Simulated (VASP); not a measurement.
# InP (I-4m2) in VASP: settings compared, part 2 of 2

VASP 6.6.1. The steps go on from the part before.

## (3) Single point, PBE (epitaxial xy strain -4.0%)

File INCAR:

```
PREC     = Accurate       # precision mode
ENCUT    = 520            # plane-wave cutoff, eV
EDIFF    = 1E-6           # SCF threshold, eV
ISMEAR   = -1             # smearing method
SIGMA    = 0.02           # smearing width, eV
LREAL    = F              # projectors in reciprocal space
LASPH    = T              # aspherical terms in the spheres
NELM     = 100            # most SCF steps
ALGO     = Normal         # electronic algorithm
ISIF     = 2              # what is computed and relaxed
LWAVE    = F              # write WAVECAR
LCHARG   = F              # write CHGCAR
GGA      = PE             # functional
NBANDS   = 16             # bands
```

File KPOINTS:

```
Automatic mesh
0
Gamma
  8 8 8
```

File POSCAR:

```
InP
1.0
    0.0000000000      2.8356361294      3.0770474638
    2.8356361294      0.0000000000      3.0770474638
    2.8356361294      2.8356361294      0.0000000000
In P
1 1
Direct
    0.0000000000      0.0000000000      0.0000000000
    0.2500000000      0.2500000000      0.2500000000
```

Potentials or basis: VASP PAW PBE potentials, release 64 (In_d, P).

Started as:

```sh
cat potpaw_PBE.64/In_d/POTCAR potpaw_PBE.64/P/POTCAR > POTCAR
mpirun -np 1 vasp_std > vasp.out
```

Run time: 16 s. Hardware: 1 thread of Intel Xeon 6975P-C (Granite Rapids), shared host; peak memory 0.2 GiB.

Results (log left out):

| Quantity | Value |
| --- | --- |
| Free energy | -8.3294 eV |
| Pressure | 4.4 GPa |
| Band gap on the k mesh | 0.62 eV, direct |

Stress tensor (GPa, compression positive):
```
5.68 0.00 0.00
0.00 5.68 0.00
0.00 0.00 1.86
```

Levels at points of the mesh, in eV from the valence-band top:
```tsv
k point	band 5	band 6	band 7	band 8	band 9	band 10	band 11	band 12	band 13	band 14
(0.00, 0.00, 0.00)	-14.21	-11.76	-0.44	0.00	0.00	0.62	3.95	3.95	4.07	8.25
(0.50, 0.00, 0.00)	-14.18	-9.98	-5.95	-1.42	-0.84	1.29	4.52	4.97	7.04	9.31
(0.50, 0.50, 0.00)	-14.19	-9.52	-6.30	-2.19	-2.19	1.93	2.62	8.61	9.60	9.60
(0.50, 0.00, 0.50)	-14.16	-9.22	-5.78	-2.67	-2.63	1.45	1.89	9.06	9.35	9.38
```

Caveat: the cell differs from its parent crystal (epitaxial xy strain -4.0%); spin-orbit coupling is left out, which moves the levels of the heavy elements.

## (4) Single point, PBE (epitaxial xy strain +2.0%)

File INCAR:

```
SYSTEM = InP
PREC = Accurate ; ENCUT = 520
EDIFF = 1E-6 ; ISMEAR = -1
SIGMA = 0.02 ; LREAL = .False.
LASPH = .True. ; NELM = 80
ALGO = Normal ; ISIF = 2
LWAVE = .False. ; LCHARG = .True.
GGA = PE ; LELF = .True.
LVHAR = .True. ; NBANDS = 16
```

File KPOINTS:

```
Automatic mesh
0
Gamma
  8 8 8
  0 0 0
```

File POSCAR:

```
InP
1.0
    0.0000000000      3.0128633875      2.8871300864
    3.0128633875      0.0000000000      2.8871300864
    3.0128633875      3.0128633875      0.0000000000
In P
1 1
Direct
    0.0000000000      0.0000000000      0.0000000000
    0.2500000000      0.2500000000      0.2500000000
```

Started as:

```sh
cat potpaw_PBE.64/In_d/POTCAR potpaw_PBE.64/P/POTCAR > POTCAR
mpirun -np 1 vasp_std > vasp.out
```

Run time: 14 s. Hardware: 1 thread of Intel Xeon 6975P-C (Granite Rapids), shared host; peak memory 0.2 GiB.

It converged, with:

- Free energy: -8.3977 eV
- Pressure: 0.5 GPa
- Band gap on the k mesh: 0.36 eV, direct

Stress tensor (GPa, compression positive):
```
-0.06  0.00  0.00
 0.00 -0.06  0.00
 0.00  0.00  1.55
```

Levels at points of the mesh, in eV from the valence-band top:
| k point | band 7 | band 8 | band 9 | band 10 | band 11 | band 12 |
| --- | --- | --- | --- | --- | --- | --- |
| (0.00, 0.00, 0.00) | -0.18 | -0.18 | 0.00 | 0.36 | 3.94 | 4.00 |
| (0.50, 0.00, 0.00) | -5.64 | -1.16 | -0.90 | 1.26 | 4.55 | 4.85 |
| (0.50, 0.50, 0.00) | -5.53 | -2.45 | -2.45 | 1.57 | 1.90 | 9.10 |
| (0.50, 0.00, 0.50) | -5.78 | -2.23 | -2.21 | 1.79 | 2.27 | 8.69 |

Caveat: the cell differs from its parent crystal (epitaxial xy strain +2.0%); spin-orbit coupling is left out, which moves the levels of the heavy elements.

## (5) Single point, PBE (epitaxial xy strain +3.0%)

File INCAR:

```
ALGO = Normal
EDIFF = 1E-7
ENCUT = 520
GGA = PE
ISIF = 2
ISMEAR = -1
LASPH = True
LCHARG = False
LREAL = False
LWAVE = False
NBANDS = 16
NELM = 60
PREC = Accurate
SIGMA = 0.02
```

File KPOINTS:

```
k-points
0
Gamma
  8 8 8
```

File POSCAR:

```
InP
1.0
    0.0000000000      3.0424012639      2.8530073427
    3.0424012639      0.0000000000      2.8530073427
    3.0424012639      3.0424012639      0.0000000000
In P
1 1
Direct
    0.0000000000      0.0000000000      0.0000000000
    0.2500000000      0.2500000000      0.2500000000
```

Started as:

```sh
cat potpaw_PBE.64/In_d/POTCAR potpaw_PBE.64/P/POTCAR > POTCAR
mpirun -np 1 vasp_std > vasp.out
```

Run time: 16 s. Hardware: 1 thread of Intel Xeon 6975P-C (Granite Rapids), shared host; peak memory 0.2 GiB.

The run converged. Its results:

* Free energy: -8.3890 eV
* Pressure: 0.0 GPa
* Band gap on the k mesh: 0.26 eV, direct

Stress tensor (GPa, compression positive):
```
-0.81  0.00  0.00
 0.00 -0.81  0.00
 0.00  0.00  1.52
```

Levels at points of the mesh, in eV from the valence-band top:
```tsv
k point	band 5	band 6	band 7	band 8	band 9	band 10	band 11	band 12	band 13	band 14
(0.00, 0.00, 0.00)	-14.14	-11.36	-0.26	-0.26	0.00	0.26	3.87	3.97	3.97	8.16
(0.50, 0.00, 0.00)	-14.12	-9.79	-5.65	-1.26	-0.88	1.16	4.43	4.90	6.85	9.02
(0.50, 0.50, 0.00)	-14.10	-9.06	-5.46	-2.55	-2.55	1.47	1.72	9.07	9.07	9.12
(0.50, 0.00, 0.50)	-14.12	-9.26	-5.83	-2.22	-2.19	1.79	2.28	8.51	8.79	9.12
```

Caveat: the cell differs from its parent crystal (epitaxial xy strain +3.0%); spin-orbit coupling is left out, which moves the levels of the heavy elements.

## (6) Single point, PBE (epitaxial xy strain +4.0%)

File INCAR:

```
PREC     = Accurate       # precision mode
ENCUT    = 520            # plane-wave cutoff, eV
EDIFF    = 1E-6           # SCF threshold, eV
ISMEAR   = -1             # smearing method
SIGMA    = 0.02           # smearing width, eV
LREAL    = False          # projectors in reciprocal space
LASPH    = True           # aspherical terms in the spheres
NELM     = 100            # most SCF steps
ALGO     = Normal         # electronic algorithm
ISIF     = 2              # what is computed and relaxed
LWAVE    = False          # write WAVECAR
LCHARG   = False          # write CHGCAR
GGA      = PE             # functional
NBANDS   = 16             # bands
```

File KPOINTS:

```
Automatic mesh
0
Gamma
  8 8 8
```

File POSCAR:

```
InP
1.0
    0.0000000000      3.0719391402      2.8179947339
    3.0719391402      0.0000000000      2.8179947339
    3.0719391402      3.0719391402      0.0000000000
In P
1 1
Direct
    0.0000000000      0.0000000000      0.0000000000
    0.2500000000      0.2500000000      0.2500000000
```

Potentials or basis: VASP PAW PBE potentials, release 64 (In_d, P).

Started as:

```sh
cat potpaw_PBE.64/In_d/POTCAR potpaw_PBE.64/P/POTCAR > POTCAR
mpirun -np 1 vasp_std > vasp.out
```

It took 14 s on 1 thread of Intel Xeon 6975P-C (Granite Rapids), shared host; peak memory 0.2 GiB.

It converged, with:

* Free energy: -8.3754 eV
* Pressure: -0.5 GPa
* Band gap on the k mesh: 0.15 eV, direct

Stress tensor (GPa, compression positive):
```
-1.52  0.00  0.00
 0.00 -1.52  0.00
 0.00  0.00  1.49
```

Levels at points of the mesh, in eV from the valence-band top:
| k point | band 7 | band 8 | band 9 | band 10 | band 11 | band 12 |
| --- | --- | --- | --- | --- | --- | --- |
| (0.00, 0.00, 0.00) | -0.34 | -0.34 | 0.00 | 0.15 | 3.82 | 3.96 |
| (0.50, 0.00, 0.00) | -5.65 | -1.35 | -0.86 | 1.06 | 4.32 | 4.96 |
| (0.50, 0.50, 0.00) | -5.39 | -2.64 | -2.64 | 1.38 | 1.55 | 8.96 |
| (0.50, 0.00, 0.50) | -5.89 | -2.20 | -2.16 | 1.79 | 2.30 | 8.33 |

Caveat: the cell differs from its parent crystal (epitaxial xy strain +4.0%); spin-orbit coupling is left out, which moves the levels of the heavy elements.

## (7) Single point, r2SCAN (epitaxial xy strain -4.0%)

File POSCAR:

```
InP
1.0
    0.0000000000      2.8356361294      3.0770474638
    2.8356361294      0.0000000000      3.0770474638
    2.8356361294      2.8356361294      0.0000000000
In P
1 1
Direct
    0.0000000000      0.0000000000      0.0000000000
    0.2500000000      0.2500000000      0.2500000000
```

File INCAR.step1:

```
  ALGO = Normal
  EDIFF = 1E-4
  ENCUT = 520
  GGA = PE
  ISMEAR = 0
  LASPH = True
  LCHARG = False
  LREAL = False
  LWAVE = True
  NBANDS = 16
  NELM = 80
  PREC = Accurate
  SIGMA = 0.01
```

File INCAR.step2:

```
  ALGO = Normal
  EDIFF = 1E-7
  ENCUT = 520
  ISIF = 2
  ISMEAR = 0
  ISTART = 1
  LASPH = True
  LCHARG = False
  LMIXTAU = True
  LREAL = False
  LWAVE = False
  METAGGA = R2SCAN
  NBANDS = 16
  NELM = 80
  PREC = Accurate
  SIGMA = 0.01
```

File KPOINTS:

```
k-points
0
Gamma
  8 8 8
```

Started as:

```sh
cat potpaw_PBE.64/In_d/POTCAR potpaw_PBE.64/P/POTCAR > POTCAR
cp INCAR.step1 INCAR
mpirun -np 1 vasp_std > vasp.out
cp INCAR.step2 INCAR
mpirun -np 1 vasp_std > vasp.out
```

Run time: 68 s. Hardware: 1 thread of Intel Xeon 6975P-C (Granite Rapids), shared host; peak memory 0.2 GiB.

The run converged. Its results:

```yaml
Free_energy: -32.2459 eV
Pressure: 2.7 GPa
Band_gap_on_the_k_mesh: 1.08 eV, direct
```

Stress tensor (GPa, compression positive):
```
 4.13  0.00  0.00
 0.00  4.13  0.00
 0.00  0.00 -0.11
```

Levels at points of the mesh, in eV from the valence-band top:
| k point | band 5 | band 6 | band 7 | band 8 | band 9 | band 10 | band 11 | band 12 | band 13 | band 14 |
| --- | --- | --- | --- | --- | --- | --- | --- | --- | --- | --- |
| (0.00, 0.00, 0.00) | -14.66 | -12.26 | -0.47 | 0.00 | 0.00 | 1.08 | 4.28 | 4.28 | 4.42 | 8.73 |
| (0.50, 0.00, 0.00) | -14.63 | -10.39 | -6.11 | -1.48 | -0.88 | 1.64 | 4.87 | 5.33 | 7.49 | 9.92 |
| (0.50, 0.50, 0.00) | -14.64 | -9.91 | -6.45 | -2.27 | -2.27 | 2.19 | 2.93 | 9.25 | 10.33 | 10.33 |
| (0.50, 0.00, 0.50) | -14.61 | -9.59 | -5.91 | -2.78 | -2.74 | 1.68 | 2.15 | 9.73 | 10.02 | 10.03 |

Caveat: the cell differs from its parent crystal (epitaxial xy strain -4.0%); the PAW data sets were made with another functional, which shifts forces and pressure a little; spin-orbit coupling is left out, which moves the levels of the heavy elements.

## (8) The runs side by side

| level | cell | k mesh | smearing | gap on the mesh (eV) | pressure (GPa) |
| --- | --- | --- | --- | --- | --- |
| PBE | a = 4.173, b = 4.173, c = 4.261 Å, angles 59.3, 59.3, 61.4°, 2 atoms | 4 × 4 × 4 | gaussian 0.01 eV | 0.35 | 0.6 |
| PBE | a = 4.184, b = 4.184, c = 4.010 Å, angles 61.4, 61.4, 57.3°, 2 atoms | 8 × 8 × 8 | fermi-dirac 0.02 eV | 0.62 | 4.4 |
| PBE | a = 4.173, b = 4.173, c = 4.261 Å, angles 59.3, 59.3, 61.4°, 2 atoms | 8 × 8 × 8 | fermi-dirac 0.02 eV | 0.36 | 0.5 |
| PBE | a = 4.171, b = 4.171, c = 4.303 Å, angles 58.9, 58.9, 62.1°, 2 atoms | 8 × 8 × 8 | fermi-dirac 0.02 eV | 0.26 | 0.0 |
| PBE | a = 4.169, b = 4.169, c = 4.344 Å, angles 58.6, 58.6, 62.8°, 2 atoms | 8 × 8 × 8 | fermi-dirac 0.02 eV | 0.15 | -0.5 |
| r2SCAN | a = 4.184, b = 4.184, c = 4.010 Å, angles 61.4, 61.4, 57.3°, 2 atoms | 8 × 8 × 8 | gaussian 0.01 eV | 1.08 | 2.7 |

Alike in all rows: task single point; potentials or basis VASP PAW PBE potentials, release 64 (In_d, P); no spin polarisation; cutoff (eV) 520.

Caveats: some runs use coarse meshes; spin-orbit coupling is left out, which moves the levels of the heavy elements; the PAW data sets were made with another functional, which shifts forces and pressure a little (some runs).

Absolute energies hang on the potentials; compare differences alone.
